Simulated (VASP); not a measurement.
# ScW (Pm-3m) in VASP: a series of runs, part 2 of 2

VASP 6.6.1.

### 3 Relaxation of cell and atoms, PBE

This run uses another cell than the first one, of 18.13 Å³/atom.

INCAR reads:

```
SYSTEM = ScW
ALGO     = Fast           ! electronic algorithm
EDIFF    = 1E-6           ! SCF threshold, eV
EDIFFG   = -0.01          ! ionic threshold
ENCUT    = 600            ! plane-wave cutoff, eV
GGA      = PE             ! functional
IBRION   = 2              ! ionic algorithm
ISIF     = 3              ! what is computed and relaxed
ISMEAR   = 0              ! smearing method
LASPH    = .True.         ! aspherical terms in the spheres
LCHARG   = .False.        ! write CHGCAR
LREAL    = .False.        ! projectors in reciprocal space
LWAVE    = .False.        ! write WAVECAR
NELM     = 80             ! most SCF steps
NSW      = 100            ! ionic steps
PREC     = Accurate       ! precision mode
SIGMA    = 0.1            ! smearing width, eV
```

KPOINTS reads:

```
k-points
0
Gamma
  16 16 16
  0 0 0
```

POSCAR reads:

```
ScW
1.0
    3.3101507894      0.0000000000      0.0000000000
    0.0000000000      3.3101507894      0.0000000000
    0.0000000000      0.0000000000      3.3101507894
Sc W
1 1
Direct
    0.0000000000      0.0000000000      0.0000000000
    0.5000000000      0.5000000000      0.5000000000
```

Potentials or basis: VASP PAW PBE potentials, release 64 (Sc_sv, W_sv).

Started as:

```console
> cat potpaw_PBE.64/Sc_sv/POTCAR potpaw_PBE.64/W_sv/POTCAR > POTCAR
> mpirun -np 1 vasp_std > vasp.out
```

OUTCAR:

```text
SYSTEM = ScW
   EDIFF = 1E-6
   EDIFFG = -0.01
   ENCUT = 600
   GGA = PE
   IBRION = 2
   ISIF = 3
   ISMEAR = 0
   LASPH = .True.
   LREAL = .False.
   NELM = 80
   NSW = 100
   PREC = Accurate

 ion  position               nearest neighbor table
   1  0.000  0.000  0.000-   2 2.87   2 2.87   2 2.87   2 2.87   2 2.87   2 2.87   2 2.87   2 2.87

   2  0.500  0.500  0.500-   1 2.87   1 2.87   1 2.87   1 2.87   1 2.87   1 2.87   1 2.87   1 2.87

  LATTYP: Found a simple cubic cell.
 ALAT       =     3.3101507894

  Lattice vectors:

 A1 = (   3.3101507894,   0.0000000000,   0.0000000000)
 A2 = (   0.0000000000,   3.3101507894,   0.0000000000)
 A3 = (   0.0000000000,   0.0000000000,   3.3101507894)

Analysis of symmetry for initial positions (statically):
=====================================================================
 Subroutine PRICEL returns:
 Original cell was already a primitive cell.

 Routine SETGRP: Setting up the symmetry group for a
 simple cubic supercell.

 Subroutine GETGRP returns: Found 48 space group operations
 (whereof 48 operations were pure point group operations)
 out of a pool of 48 trial point group operations.

The static configuration has the point symmetry O_h .

Analysis of symmetry for dynamics (positions and initial velocities):
=====================================================================
 Subroutine PRICEL returns:
 Original cell was already a primitive cell.

 Routine SETGRP: Setting up the symmetry group for a
 simple cubic supercell.

 Subroutine GETGRP returns: Found 48 space group operations
 (whereof 48 operations were pure point group operations)
 out of a pool of 48 trial point group operations.

The dynamic configuration has the point symmetry O_h .

 Subroutine INISYM returns: Found 48 space group operations
 (whereof 48 operations are pure point group operations),
 and found     1 'primitive' translations

----------------------------------------------------------------------------------------

                                     Primitive cell

  volume of cell :      36.2696

  direct lattice vectors                    reciprocal lattice vectors
     3.310150789  0.000000000  0.000000000     0.302101041  0.000000000  0.000000000
     0.000000000  3.310150789  0.000000000     0.000000000  0.302101041  0.000000000
     0.000000000  0.000000000  3.310150789     0.000000000  0.000000000  0.302101041

  length of vectors
     3.310150789  3.310150789  3.310150789     0.302101041  0.302101041  0.302101041

  position of ions in fractional coordinates (direct lattice)
     0.000000000  0.000000000  0.000000000
     0.500000000  0.500000000  0.500000000

  ion indices of the primitive-cell ions
   primitive index   ion index
                 1           1
                 2           2

----------------------------------------------------------------------------------------

 KPOINTS: k-points

Automatic generation of k-mesh.
 Grid dimensions read from file:
 generate k-points for:   16   16   16

 Generating k-lattice:

  Cartesian coordinates                     Fractional coordinates (reciprocal lattice)
     0.018881315  0.000000000  0.000000000     0.062500000  0.000000000  0.000000000
[... 38 lines left out ...]
  0.437500  0.125000  0.000000     24.000000
  0.500000  0.125000  0.000000     12.000000
 [... further k-points ...]
   k-points           NKPTS =    165   k-points in BZ     NKDIM =    165   number of bands    NBANDS=     16
   number of dos      NEDOS =    301   number of ions     NIONS =      2
   total plane-waves  NPLWV =  21952
   dimension x,y,z NGX =    28 NGY =   28 NGZ =   28
   dimension x,y,z NGXF=    56 NGYF=   56 NGZF=   56
   ions per type =               1   1
   NGX,Y,Z   is equivalent  to a cutoff of  14.06, 14.06, 14.06 a.u.
   NGXF,Y,Z  is equivalent  to a cutoff of  28.12, 28.12, 28.12 a.u.
 SYSTEM =  ScW
   PREC   = accura    normal or accurate (medium, high low for compatibility)
   ISTART =      0    job   : 0-new  1-cont  2-samecut
   ICHARG =      2    charge: 1-file 2-atom 10-const
   ISPIN  =      1    spin polarized calculation?
   LNONCOLLINEAR =      F non collinear calculations
   LSORBIT =      F    spin-orbit coupling
   LASPH  =      T    aspherical Exc in radial PAW
   ENCUT  =  600.0 eV  44.10 Ry    6.64 a.u.   6.61  6.61  6.61*2*pi/ulx,y,z
   NELM   =     80;   NELMIN=  2; NELMDL= -5     # of ELM steps
   EDIFF  = 0.1E-05   stopping-criterion for ELM
   LREAL  =      F    real-space projection
   EDIFFG = -.1E-01   stopping-criterion for IOM
   NSW    =    100    number of steps for IOM
   IBRION =      2    ionic relax: 0-MD 1-quasi-New 2-CG
   NFREE  =      1    steps in history (QN), initial steepest desc. (CG)
   ISIF   =      3    stress and relaxation
   ISYM   =      2    0-nonsym 1-usesym 2-fastsym
   POTIM  = 0.5000    time-step for ionic-motion
   TEBEG  =    0.0;   TEEND  =   0.0 temperature during run
   PSTRESS=    0.0 pullay stress
   NELECT =      25.0000    total number of electrons
   NUPDOWN=      -1.0000    fix difference up-down
   EMIN   =  10.00;   EMAX   =-10.00  energy-range for DOS
   EFERMI =   0.00;   METHOD = LEGACY
   ISMEAR =     0;   SIGMA  =   0.10  broadening in eV -4-tet -1-fermi 0-gaus
   EFERMI_NEDOS =   21; number of points for ismear=-14 and -15
   IALGO  =     68    algorithm
   IMIX   =      4    mixing-type and parameters
     AMIX     =   0.40;   BMIX     =  1.00
     AMIX_MAG =   1.60;   BMIX_MAG =  1.00
  volume/ion in A,a.u.               =      18.13       122.38
  Fermi-wavevector in a.u.,A,eV,Ry     =   1.446129  2.732788 28.453718  2.091289
  Thomas-Fermi vector in A             =   2.564233
   LORBIT       =      0    0 simple, 1 ext, 2 COOP (PROOUT), +10 PAW based schemes
   GGA     = PE    functional components
   LHFCALC =     F    Hartree Fock is set to
   AEXX    =    0.0000 exact exchange contribution
   IVDW    =     0    specifies the selected vdW correction
   LEPSILON=     F    determine dielectric tensor
   LRPA    =     F    only Hartree local field effects (RPA)
 conjugate gradient relaxation of ions
 non-spin polarized calculation
 RMM-DIIS sequential band-by-band and
 Gauss-broadening in eV      SIGMA  =   0.10
  energy-cutoff  :      600.00
  volume of cell :       36.27
 maximum number of plane-waves:      1231
 NGX is ok and might be reduce to    28
   NGX = 13   NGY = 13   NGZ = 13

--------------------------------------- Ionic step        1  -------------------------------------------

 number of electron      25.0000003 magnetization

 Free energy of the ion-electron system (eV)
  ---------------------------------------------------
  ext. energy  EPLUGINS =         0.00000000
  ---------------------------------------------------
  free energy    TOTEN  =       -17.97059065 eV

  energy without entropy =      -17.95284613  energy(sigma->0) =      -17.96171839

------------------------ aborting loop because EDIFF is reached ----------------------------------------

  FORCE on cell =-STRESS in cart. coord.  units (eV):
  Direction    XX          YY          ZZ          XY          YZ          ZX
  --------------------------------------------------------------------------------------
  -------------------------------------------------------------------------------------
  Total        0.3832263      0.3832263      0.3832263      0.0000000      0.0000000      0.0000000
  in kB       16.9286581     16.9286581     16.9286581      0.0000000      0.0000000      0.0000000
  external PRESSURE =      16.9286581 kB  Pullay stress =       0.0000000 kB
[... 59 lines left out ...]
--------------------------------------- Ionic step        3  -------------------------------------------

 number of electron      25.0000001 magnetization

 Free energy of the ion-electron system (eV)
  ---------------------------------------------------
  ext. energy  EPLUGINS =         0.00000000
  ---------------------------------------------------
  free energy    TOTEN  =       -17.97291922 eV

  energy without entropy =      -17.95469189  energy(sigma->0) =      -17.96380556

 E-fermi :   6.9637     XC(G=0): -11.9692

 val. band max:        6.9632748270   @ k =   0.5000   0.0625   0.0625
 cond. band min:       6.9715900024   @ k =   0.2500   0.1875   0.0625
 fundamental gap:      0.0083151754
 Fermi energy:         6.9636568371

 k-point     1 :       0.0000    0.0000    0.0000
  band No.  band energies     occupation
      1     -66.4169      2.00000
      2     -41.1481      2.00000
      3     -30.5671      2.00000
      4     -30.5671      2.00000
      5     -30.5671      2.00000
      6     -19.7468      2.00000
[... 433 lines left out ...]
      3     -30.6866      2.00000
      4     -30.5725      2.00000
      5     -30.5502      2.00000
      6     -19.9725      2.00000
[... 8 lines left out ...]
     15       8.8001      0.00000
     16       9.5367      0.00000

 [... further k-points ...]
[... 5 lines left out ...]
  --------------------------------------------------------------------------------------
  -------------------------------------------------------------------------------------
  Total        0.0017895      0.0017895      0.0017895     -0.0000000     -0.0000000     -0.0000000
  in kB        0.0780770      0.0780770      0.0780770     -0.0000000     -0.0000000     -0.0000000
  external PRESSURE =       0.0780770 kB  Pullay stress =       0.0000000 kB
[... 17 lines left out ...]
  FREE ENERGIE OF THE ION-ELECTRON SYSTEM (eV)
  ---------------------------------------------------
  free  energy   TOTEN  =       -17.9729192212 eV

  energy  without entropy=      -17.9546918900  energy(sigma->0) =      -17.96380556

 reached required accuracy - stopping structural energy minimisation
```

It took 2.6 min on 1 thread of Intel Xeon 6975P-C (Granite Rapids), shared host; peak memory 0.26 GiB.

Results:

- Free energy: -17.9729 eV
- Relaxed volume: 18.36 Å³/atom
- Relaxed cell: a = 3.324 Å, b = 3.324 Å, c = 3.324 Å, α = 90.00°, β = 90.00°, γ = 90.00°
- Space group after relaxing (to 0.1 Å): Pm-3m (No. 221)
- Energy gained by relaxing: 1.2 meV/atom
- Ionic steps: 3
- Pressure after relaxing: 0.0 GPa
- Band gap on the k mesh: zero (an odd number of electrons rules out a gap without spin polarisation)

Step by step:
```tsv
step	energy change (eV)	largest force (eV/Å)	pressure (GPa)	volume (Å³)
1	0.0000	0.0000	1.69	36.27
2	0.0011	0.0000	-1.96	37.28
3	-0.0023	0.0000	0.01	36.72
```

Final structure:
```yaml
crystal:
  lattice:
    - [3.32386, 0.00000, 0.00000]
    - [0.00000, 3.32386, 0.00000]
    - [0.00000, 0.00000, 3.32386]
  atoms:
    - { symbol: Sc, position: [0.00000, 0.00000, 0.00000] }
    - { symbol: W, position: [0.50000, 0.50000, 0.50000] }
```

Levels at points of the mesh, in eV from the Fermi level:
| k point | band 10 | band 11 | band 12 | band 13 | band 14 | band 15 |
| --- | --- | --- | --- | --- | --- | --- |
| (0.00, 0.00, 0.00) | -3.01 | -3.01 | 0.84 | 0.84 | 0.84 | 3.83 |
| (0.50, 0.00, 0.00) | -2.15 | -1.47 | 0.42 | 0.42 | 0.98 | 1.96 |
| (0.50, 0.50, 0.00) | -3.20 | -0.94 | -0.94 | 1.44 | 1.44 | 2.97 |
| (0.50, 0.50, 0.50) | -1.61 | -1.61 | 0.04 | 0.04 | 0.04 | 3.38 |

Caveat: spin-orbit coupling is left out, which moves the levels of the heavy elements.
